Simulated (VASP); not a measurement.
## B5Pt: single point with PBE

Crystal: B5Pt.

```
B Pt
1.0
     5.14110    0.00000    0.00000
    -2.57055    4.45232    0.00000
     0.00000    0.00000    2.34667
B Pt
5 1
Cartesian
  2.5705 1.4841 1.1733
  1.9304 0.0000 0.0000
  1.6053 2.7805 0.0000
  -0.9652 1.6718 0.0000
  0.0000 2.9682 1.1733
  0.0000 0.0000 1.1733
```

```
Program             : VASP 6.6.1
Task                : single point
Functional          : PBE
Potentials or basis : VASP PAW PBE potentials, release 64 (B, Pt)
Cutoff              : 520 eV
k mesh              : 12 × 12 × 16
Occupations         : gaussian, width 0.1 eV
Spin                : no spin polarisation
```

- Pressure: -0.2 GPa
- Largest force: 0.004 eV/Å

Forces in eV/Å, atoms in the order of the input:
```
B    0.000  0.000  0.000
B    0.004  0.000  0.000
B   -0.002 -0.004  0.000
B   -0.002  0.004  0.000
B    0.000  0.000  0.000
Pt   0.000  0.000  0.000
```

Stress tensor (GPa, compression positive):
```
 0.07  0.00  0.00
 0.00  0.07  0.00
 0.00  0.00 -0.67
```

Levels at points of the mesh, in eV from the Fermi level:
```
           k point  band 10  band 11  band 12  band 13  band 14  band 15
(0.00, 0.00, 0.00)    -3.62    -1.59    -1.59     1.80     1.80     3.65
(0.50, 0.00, 0.00)    -1.66    -1.61    -1.38    -1.23     0.20     4.79
(0.00, 0.00, 0.50)    -1.71    -1.47    -1.47    -1.03    -0.69     1.08
(0.50, 0.00, 0.50)    -3.07    -1.35    -0.72     1.00     1.55     1.91
```

Run time: 2.6 min on 1 thread of Intel Xeon 6975P-C, on a shared host, peak memory 0.31 GiB.

Caveat: spin-orbit coupling is left out, which moves the levels of the heavy elements.
